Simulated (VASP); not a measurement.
Wanted: the native input for a VASP 6.6.1 run.

| Quantity | Value |
| --- | --- |
| Task | single point |
| Functional | LDA |
| Potentials or basis | VASP PAW LDA potentials, release 64 (Pb_d, S) |
| Cutoff | 520 eV |
| k mesh | 4 × 2 × 2 |
| Occupations | gaussian, width 0.01 eV |
| Spin | no spin polarisation |
| Dipole correction | no |
| Further INCAR settings | ALGO = Normal; EDIFF = 1e-06; NBANDS = 50 |

The structure of PbS lies in POSCAR:

```
PbS
1.0
    4.0699280000      0.0000000000      0.0000000000
    0.0000000000      5.6898180000      5.5735990000
    0.0000000000     -5.6898180000      5.5735990000
Pb S
4 4
Direct
    0.0000000000      0.6631120000      0.3391490000
    0.0000000000      0.3391490000      0.6631120000
    0.5000000000      0.1373870000      0.1373870000
    0.0000000000      0.8237310000      0.8237310000
    0.5000000000      0.7748220000      0.1178520000
    0.5000000000      0.1178520000      0.7748220000
    0.0000000000      0.3108960000      0.3108960000
    0.5000000000      0.6372510000      0.6372510000
```

One way to write it, as run:

INCAR

```
SYSTEM = PbS
PREC = Accurate
ENCUT = 520
EDIFF = 1E-6
ISMEAR = 0
SIGMA = 0.01
LREAL = .FALSE.
LASPH = .TRUE.
NELM = 60
ALGO = Normal
ISIF = 2
LWAVE = .FALSE.
LCHARG = .FALSE.
NBANDS = 50
```

KPOINTS

```
Automatic mesh
0
G
  4 2 2
  0 0 0
```

Potentials or basis: VASP PAW LDA potentials, release 64 (Pb_d, S).

Run with:

```console
$ cat potpaw_LDA.64/Pb_d/POTCAR potpaw_LDA.64/S/POTCAR > POTCAR
$ mpirun -np 1 vasp_std > vasp.out
```

It gave:

* Pressure: -3.1 GPa
* Largest force: 0.098 eV/Å
* Band gap on the k mesh: 0.42 eV

Caveat: the cell stands under tension; spin-orbit coupling is left out, which moves the levels of the heavy elements.

It took 3.7 min on 1 thread of Intel Xeon 8259CL, with other jobs on the host, peak memory 0.3 GiB.
